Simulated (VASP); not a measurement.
# HfC (Fm-3m) in VASP: a series of runs, part 2 of 2

VASP 6.6.1. Earlier steps stand in the parts before.

## (4) Single point, PBE

Input file INCAR:

```
ALGO = Normal
EDIFF = 1E-6
ENCUT = 600
GGA = PE
GGA_COMPAT = False
ISIF = 2
ISMEAR = 1
LASPH = True
LCHARG = False
LREAL = False
LWAVE = False
NBANDS = 14
NELM = 120
PREC = Accurate
SIGMA = 0.1
```

Input file KPOINTS:

```
k-points
0
Gamma
  12 12 12
```

Input file POSCAR:

```
HfC
1.0
    0.0000000000      2.3250000000      2.3250000000
    2.3250000000      0.0000000000      2.3250000000
    2.3250000000      2.3250000000      0.0000000000
Hf C
1 1
Direct
    0.5000000000      0.5000000000      0.5000000000
    0.0000000000      0.0000000000      0.0000000000
```

Potentials or basis: VASP PAW PBE potentials, release 64 (Hf_pv, C).

The run is started by

```console
$ cat potpaw_PBE.64/Hf_pv/POTCAR potpaw_PBE.64/C/POTCAR > POTCAR
$ mpirun -np 1 vasp_std > vasp.out
```

OUTCAR:

```text
EDIFF = 1E-6
   ENCUT = 600
   GGA = PE
   ISIF = 2
   ISMEAR = 1
   LASPH = True
   LREAL = False
   NELM = 120
   PREC = Accurate

 ion  position               nearest neighbor table
   1  0.500  0.500  0.500-   2 2.33   2 2.33   2 2.33   2 2.33   2 2.33   2 2.33
   2  0.000  0.000  0.000-   1 2.33   1 2.33   1 2.33   1 2.33   1 2.33   1 2.33

  LATTYP: Found a face centered cubic cell.
 ALAT       =     4.6500000000

  Lattice vectors:

 A1 = (   0.0000000000,   2.3250000000,   2.3250000000)
 A2 = (   2.3250000000,   0.0000000000,   2.3250000000)
 A3 = (   2.3250000000,   2.3250000000,   0.0000000000)

Analysis of symmetry for initial positions (statically):
=====================================================================
 Subroutine PRICEL returns:
 Original cell was already a primitive cell.

 Routine SETGRP: Setting up the symmetry group for a
 face centered cubic supercell.

 Subroutine GETGRP returns: Found 48 space group operations
 (whereof 48 operations were pure point group operations)
 out of a pool of 48 trial point group operations.

The static configuration has the point symmetry O_h .

Analysis of symmetry for dynamics (positions and initial velocities):
=====================================================================
 Subroutine PRICEL returns:
 Original cell was already a primitive cell.

 Routine SETGRP: Setting up the symmetry group for a
 face centered cubic supercell.

 Subroutine GETGRP returns: Found 48 space group operations
 (whereof 48 operations were pure point group operations)
 out of a pool of 48 trial point group operations.

The dynamic configuration has the point symmetry O_h .

 Subroutine INISYM returns: Found 48 space group operations
 (whereof 48 operations are pure point group operations),
 and found     1 'primitive' translations

----------------------------------------------------------------------------------------

                                     Primitive cell

  volume of cell :      25.1362

  direct lattice vectors                    reciprocal lattice vectors
     0.000000000  2.325000000  2.325000000    -0.215053763  0.215053763  0.215053763
     2.325000000  0.000000000  2.325000000     0.215053763 -0.215053763  0.215053763
     2.325000000  2.325000000  0.000000000     0.215053763  0.215053763 -0.215053763

  length of vectors
     3.288046533  3.288046533  3.288046533     0.372484045  0.372484045  0.372484045

  position of ions in fractional coordinates (direct lattice)
     0.500000000  0.500000000  0.500000000
     0.000000000  0.000000000  0.000000000

  ion indices of the primitive-cell ions
   primitive index   ion index
                 1           1
                 2           2

----------------------------------------------------------------------------------------

 KPOINTS: k-points

Automatic generation of k-mesh.
 Grid dimensions read from file:
 generate k-points for:   12   12   12

 Generating k-lattice:

  Cartesian coordinates                     Fractional coordinates (reciprocal lattice)
    -0.017921147  0.017921147  0.017921147     0.083333333  0.000000000  0.000000000
     0.017921147 -0.017921147  0.017921147     0.000000000  0.083333333  0.000000000
     0.017921147  0.017921147 -0.017921147     0.000000000  0.000000000  0.083333333

  Length of vectors
     0.031040337  0.031040337  0.031040337

  Shift w.r.t. Gamma in fractional coordinates (k-lattice)
[... 39 lines left out ...]
   ions per type =               1   1
   NGX,Y,Z   is equivalent  to a cutoff of  14.16, 14.16, 14.16 a.u.
   NGXF,Y,Z  is equivalent  to a cutoff of  28.31, 28.31, 28.31 a.u.
 SYSTEM =  unknown system
   PREC   = accura    normal or accurate (medium, high low for compatibility)
   ISTART =      0    job   : 0-new  1-cont  2-samecut
   ICHARG =      2    charge: 1-file 2-atom 10-const
   ISPIN  =      1    spin polarized calculation?
   LNONCOLLINEAR =      F non collinear calculations
   LSORBIT =      F    spin-orbit coupling
   LASPH  =      T    aspherical Exc in radial PAW
   ENCUT  =  600.0 eV  44.10 Ry    6.64 a.u.   6.57  6.57  6.57*2*pi/ulx,y,z
   NELM   =    120;   NELMIN=  2; NELMDL= -5     # of ELM steps
   EDIFF  = 0.1E-05   stopping-criterion for ELM
   LREAL  =      F    real-space projection
   EDIFFG = 0.1E-04   stopping-criterion for IOM
   NSW    =      0    number of steps for IOM
   IBRION =     -1    ionic relax: 0-MD 1-quasi-New 2-CG
   NFREE  =      0    steps in history (QN), initial steepest desc. (CG)
   ISIF   =      2    stress and relaxation
   ISYM   =      2    0-nonsym 1-usesym 2-fastsym
   POTIM  = 0.5000    time-step for ionic-motion
   TEBEG  =    0.0;   TEEND  =   0.0 temperature during run
   PSTRESS=    0.0 pullay stress
   NELECT =      14.0000    total number of electrons
   NUPDOWN=      -1.0000    fix difference up-down
   EMIN   =  10.00;   EMAX   =-10.00  energy-range for DOS
   EFERMI =   0.00;   METHOD = LEGACY
   ISMEAR =     1;   SIGMA  =   0.10  broadening in eV -4-tet -1-fermi 0-gaus
   EFERMI_NEDOS =   21; number of points for ismear=-14 and -15
   IALGO  =     38    algorithm
   IMIX   =      4    mixing-type and parameters
     AMIX     =   0.40;   BMIX     =  1.00
     AMIX_MAG =   1.60;   BMIX_MAG =  1.00
  volume/ion in A,a.u.               =      12.57        84.81
  Fermi-wavevector in a.u.,A,eV,Ry     =   1.346949  2.545365 24.684672  1.814272
  Thomas-Fermi vector in A             =   2.474740
   LORBIT       =      0    0 simple, 1 ext, 2 COOP (PROOUT), +10 PAW based schemes
   GGA     = PE    functional components
   LHFCALC =     F    Hartree Fock is set to
   AEXX    =    0.0000 exact exchange contribution
   IVDW    =     0    specifies the selected vdW correction
   LEPSILON=     F    determine dielectric tensor
   LRPA    =     F    only Hartree local field effects (RPA)
 non-spin polarized calculation
 Methfessel and Paxton  Order N= 1 SIGMA  =   0.10
  energy-cutoff  :      600.00
  volume of cell :       25.14
 maximum number of plane-waves:       869
 NGX is ok and might be reduce to    28
   NGX = 13   NGY = 13   NGZ = 13

 number of electron      14.0000000 magnetization

 Free energy of the ion-electron system (eV)
  ---------------------------------------------------
  ext. energy  EPLUGINS =         0.00000000
  ---------------------------------------------------
  free energy    TOTEN  =       -21.04707303 eV

  energy without entropy =      -21.04688361  energy(sigma->0) =      -21.04700989

 E-fermi :   5.9908     XC(G=0): -12.2852

 val. band max:        5.8685086609   @ k =   0.0833   0.0000   0.0000
 cond. band min:       6.0220197059   @ k =   0.4167   0.3333   0.0000
 fundamental gap:      0.1535110450
 Fermi energy:         5.9908152638

 k-point     1 :       0.0000    0.0000    0.0000
  band No.  band energies     occupation
      1     -23.6199      2.00000
      2     -23.6199      2.00000
      3     -23.6199      2.00000
      4      -6.3560      2.00000
      5       6.9536     -0.00000
      6       6.9536     -0.00000
      7       6.9536     -0.00000
      8       7.3441     -0.00000
      9       7.3441     -0.00000
     10       7.3441     -0.00000
     11       9.3433      0.00000
     12       9.3433      0.00000
     13      12.7812      0.00000
     14      16.9540      0.00000
[... 377 lines left out ...]
      1     -24.2273      2.00000
      2     -23.8117      2.00000
      3     -23.7135      2.00000
      4      -3.0118      2.00000
      5       0.5287      2.00000
      6       3.1693      2.00000
      7       3.2628      2.00000
      8      10.1775      0.00000
      9      10.9707      0.00000
     10      11.1679      0.00000
     11      14.5618      0.00000
     12      16.0085      0.00000
     13      16.8604      0.00000
     14      19.3713      0.00000

 [... further k-points ...]

------------------------ aborting loop because EDIFF is reached ----------------------------------------

  FORCE on cell =-STRESS in cart. coord.  units (eV):
  Direction    XX          YY          ZZ          XY          YZ          ZX
  --------------------------------------------------------------------------------------
  -------------------------------------------------------------------------------------
  Total       -0.0805925     -0.0805925     -0.0805925      0.0000000      0.0000000     -0.0000000
  in kB       -5.1369604     -5.1369604     -5.1369604      0.0000000      0.0000000     -0.0000000
  external PRESSURE =      -5.1369604 kB  Pullay stress =       0.0000000 kB

 VOLUME and BASIS-vectors are now :
 -----------------------------------------------------------------------------
  energy-cutoff  :      600.00
  volume of cell :       25.14
      direct lattice vectors                 reciprocal lattice vectors
     0.000000000  2.325000000  2.325000000    -0.215053763  0.215053763  0.215053763
     2.325000000  0.000000000  2.325000000     0.215053763 -0.215053763  0.215053763
     2.325000000  2.325000000  0.000000000     0.215053763  0.215053763 -0.215053763

 POSITION                                       TOTAL-FORCE (eV/Angst)
 -----------------------------------------------------------------------------------
      2.32500      2.32500      2.32500        -0.000000      0.000000     -0.000000
      0.00000      0.00000      0.00000         0.000000     -0.000000      0.000000
 -----------------------------------------------------------------------------------
    total drift:                                0.000000      0.000000      0.000000

  FREE ENERGIE OF THE ION-ELECTRON SYSTEM (eV)
  ---------------------------------------------------
  free  energy   TOTEN  =       -21.0470730340 eV

  energy  without entropy=      -21.0468836088  energy(sigma->0) =      -21.04700989
```

OSZICAR:

```text
N       E                     dE             d eps       ncg     rms          rms(c)
DAV:   1     0.257831482319E+02    0.25783E+02   -0.84060E+03  2016   0.110E+03
DAV:   2    -0.224654476876E+02   -0.48249E+02   -0.44996E+02  2630   0.211E+02
DAV:   3    -0.242187832585E+02   -0.17533E+01   -0.17438E+01  2448   0.284E+01
DAV:   4    -0.242268531884E+02   -0.80699E-02   -0.80695E-02  2364   0.237E+00
DAV:   5    -0.242269011505E+02   -0.47962E-04   -0.47962E-04  2390   0.168E-01    0.569E+01
DAV:   6    -0.211162706266E+02    0.31106E+01   -0.12034E+01  2178   0.183E+01    0.410E+01
DAV:   7    -0.210625357570E+02    0.53735E-01   -0.54960E-01  2508   0.523E+00    0.249E+01
DAV:   8    -0.210540753745E+02    0.84604E-02   -0.74614E-02  2364   0.218E+00    0.641E+00
DAV:   9    -0.210473344127E+02    0.67410E-02   -0.23770E-02  2268   0.909E-01    0.211E+00
DAV:  10    -0.210470791371E+02    0.25528E-03   -0.13079E-03  2534   0.274E-01    0.628E-02
DAV:  11    -0.210470734115E+02    0.57256E-05   -0.80149E-05  2310   0.716E-02    0.220E-02
DAV:  12    -0.210470730340E+02    0.37750E-06   -0.24488E-06  2544   0.142E-02
   1 F= -.21047073E+02 E0= -.21047010E+02  d E =-.189425E-03
```

Wall time 32 s (1 thread of Intel Xeon Platinum 8488C (Sapphire Rapids), shared host); peak memory 0.18 GiB.

What came out:

```yaml
Free_energy: -21.0471 eV
Pressure: -0.5 GPa
Band_gap_on_the_k_mesh: zero (bands 7 and 8 overlap by 1.42 eV)
```

Caveat: spin-orbit coupling is left out, which moves the levels of the heavy elements.

## (5) Single point, PBE

Input file INCAR:

```
ALGO = Normal ; EDIFF = 1E-6
ENCUT = 600 ; GGA = PE
GGA_COMPAT = F ; ISIF = 2
ISMEAR = 1 ; LASPH = T
LCHARG = T ; LELF = T
LREAL = F ; LVHAR = T
LWAVE = F ; NBANDS = 14
NELM = 120 ; PREC = Accurate
SIGMA = 0.05
```

KPOINTS is that of step 4.

POSCAR is that of step 4.

Potentials or basis: VASP PAW PBE potentials, release 64 (Hf_pv, C).

The run is started by

```console
$ cat potpaw_PBE.64/Hf_pv/POTCAR potpaw_PBE.64/C/POTCAR > POTCAR
$ mpirun -np 1 vasp_std > vasp.out
```

OUTCAR:

```text
EDIFF = 1E-6
   ENCUT = 600
   GGA = PE
   ISIF = 2
   ISMEAR = 1
   LASPH = T
   LREAL = F
   NELM = 120
   PREC = Accurate

 ion  position               nearest neighbor table
   1  0.500  0.500  0.500-   2 2.33   2 2.33   2 2.33   2 2.33   2 2.33   2 2.33
   2  0.000  0.000  0.000-   1 2.33   1 2.33   1 2.33   1 2.33   1 2.33   1 2.33

  LATTYP: Found a face centered cubic cell.
 ALAT       =     4.6500000000

  Lattice vectors:

 A1 = (   0.0000000000,   2.3250000000,   2.3250000000)
 A2 = (   2.3250000000,   0.0000000000,   2.3250000000)
 A3 = (   2.3250000000,   2.3250000000,   0.0000000000)

Analysis of symmetry for initial positions (statically):
=====================================================================
 Subroutine PRICEL returns:
 Original cell was already a primitive cell.

 Routine SETGRP: Setting up the symmetry group for a
 face centered cubic supercell.

 Subroutine GETGRP returns: Found 48 space group operations
 (whereof 48 operations were pure point group operations)
 out of a pool of 48 trial point group operations.

The static configuration has the point symmetry O_h .

Analysis of symmetry for dynamics (positions and initial velocities):
[... 176 lines left out ...]
      8       7.3442      0.00000
      9       7.3442      0.00000
     10       7.3442      0.00000
     11       9.3434      0.00000
     12       9.3434      0.00000
     13      12.7810      0.00000
     14      16.9541      0.00000
[... 377 lines left out ...]
      1     -24.2270      2.00000
      2     -23.8114      2.00000
      3     -23.7132      2.00000
      4      -3.0121      2.00000
      5       0.5286      2.00000
      6       3.1692      2.00000
      7       3.2627      2.00000
      8      10.1776      0.00000
      9      10.9708      0.00000
     10      11.1679      0.00000
     11      14.5618      0.00000
     12      16.0085      0.00000
     13      16.8604      0.00000
     14      19.3712      0.00000

 [... further k-points ...]

------------------------ aborting loop because EDIFF is reached ----------------------------------------

  FORCE on cell =-STRESS in cart. coord.  units (eV):
  Direction    XX          YY          ZZ          XY          YZ          ZX
  --------------------------------------------------------------------------------------
  -------------------------------------------------------------------------------------
  Total       -0.0817370     -0.0817370     -0.0817370      0.0000000      0.0000000     -0.0000000
  in kB       -5.2099120     -5.2099120     -5.2099120      0.0000000      0.0000000     -0.0000000
  external PRESSURE =      -5.2099120 kB  Pullay stress =       0.0000000 kB

 VOLUME and BASIS-vectors are now :
 -----------------------------------------------------------------------------
  energy-cutoff  :      600.00
  volume of cell :       25.14
      direct lattice vectors                 reciprocal lattice vectors
     0.000000000  2.325000000  2.325000000    -0.215053763  0.215053763  0.215053763
     2.325000000  0.000000000  2.325000000     0.215053763 -0.215053763  0.215053763
     2.325000000  2.325000000  0.000000000     0.215053763  0.215053763 -0.215053763

 POSITION                                       TOTAL-FORCE (eV/Angst)
 -----------------------------------------------------------------------------------
      2.32500      2.32500      2.32500        -0.000000     -0.000000     -0.000000
      0.00000      0.00000      0.00000         0.000000      0.000000      0.000000
 -----------------------------------------------------------------------------------
    total drift:                                0.000000      0.000000      0.000000

  FREE ENERGIE OF THE ION-ELECTRON SYSTEM (eV)
  ---------------------------------------------------
  free  energy   TOTEN  =       -21.0468994241 eV

  energy  without entropy=      -21.0466650017  energy(sigma->0) =      -21.04682128
```

Run time: 34 s. Hardware: 1 thread of Intel Xeon Platinum 8488C (Sapphire Rapids), shared host; peak memory 0.18 GiB.

Results:

| Item | Value |
| --- | --- |
| Free energy | -21.0469 eV |
| Pressure | -0.5 GPa |
| Band gap on the k mesh | zero (bands 7 and 8 overlap by 1.42 eV) |

Caveat: spin-orbit coupling is left out, which moves the levels of the heavy elements.

## (6) Summary

```csv
smearing,gap on the mesh (eV),pressure (GPa)
methfessel-paxton 0.3 eV,none,-0.5
methfessel-paxton 0.2 eV,none,-0.5
methfessel-paxton 0.1 eV,none,-0.5
methfessel-paxton 0.05 eV,none,-0.5
```

Alike in all rows: task single point; level PBE; potentials or basis VASP PAW PBE potentials, release 64 (Hf_pv, C); no spin polarisation; cell as given; k mesh 12 × 12 × 12; cutoff (eV) 600.

Caveats: spin-orbit coupling is left out, which moves the levels of the heavy elements; so wide a smearing shifts energies and pressures (at least some runs).

Total energies depend on the potentials used, so only differences within one code and one set of settings carry meaning.
